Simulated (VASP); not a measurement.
**Mn: single point with PBE**

Crystal: Mn.

```
Mn
1.0
    -1.37309    1.37309    1.37309
     1.37309   -1.37309    1.37309
     1.37309    1.37309   -1.37309
Mn
1
Direct
  0.00000 0.00000 0.00000
```

This isn't the form of Mn at room conditions, which is a 58-atom cubic cell.

* Program: VASP 6.6.1
* Task: single point
* Functional: PBE
* Potentials or basis: VASP PAW PBE potentials, release 64 (Mn_pv)
* Cutoff: 520 eV
* k mesh: 55 × 55 × 55
* Occupations: fermi-dirac, width 0.0612256 eV
* Spin: no spin polarisation
* Dipole correction: no
* Further INCAR settings: ALGO = Normal; EDIFF = 1e-07; NBANDS = 12

```yaml
Pressure: 12.2 GPa
Band_gap_on_the_k_mesh: zero (an odd number of electrons rules out a gap without spin polarisation)
```

Levels at points of the mesh, in eV from the Fermi level:
```csv
k point,band 4,band 5,band 6,band 7,band 8,band 9
"(0.00, 0.00, 0.00)",-8.84,-1.69,-1.69,-1.69,0.35,0.35
```

Wall time 5.6 min on 1 thread of Intel Xeon 8259CL, on a shared host, peak memory 0.61 GiB.

Caveat: the cell stands under pressure; the run has no spin polarisation, though such a crystal can be magnetic. Spin polarisation is off, so any magnetic state and its effect on volume and gap are missing.
